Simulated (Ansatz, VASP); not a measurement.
# CdS: VASP beside Ansatz

```xyz
2
Lattice="0.0000 2.9633 2.9633 2.9633 0.0000 2.9633 2.9633 2.9633 0.0000" Properties=species:S:1:pos:R:3 pbc="T T T"
Cd    0.0000    0.0000    0.0000
S     1.4817    1.4817    1.4817
```

Alike in both runs: task single point; functional PBE; k mesh 8 × 8 × 8; occupations gaussian, width 0.02 eV; no spin polarisation.

|  | VASP | Ansatz |
| --- | --- | --- |
| version | VASP 6.6.1 | Ansatz 0.2.0 |
| potentials or method | VASP PAW PBE potentials, release 64 (Cd, S), cutoff 500 eV | scalar-relativistic, plane waves, PAW |
| valence electrons in the cell | 18 | 26 |

|  | VASP | Ansatz | Ansatz less VASP |
| --- | --- | --- | --- |
| gap on the k mesh at the Fermi level (eV) | 1.04 | 1.04 | -0.002 |
| least direct gap on the mesh (eV) | 1.04 | 1.04 | -0.002 |
| pressure (GPa) | 0.3 | 0.0 | -0.28 |

VASP's potentials hold 18 valence electrons a cell and Ansatz's 26, so a difference there can come from the potentials and not from the codes.
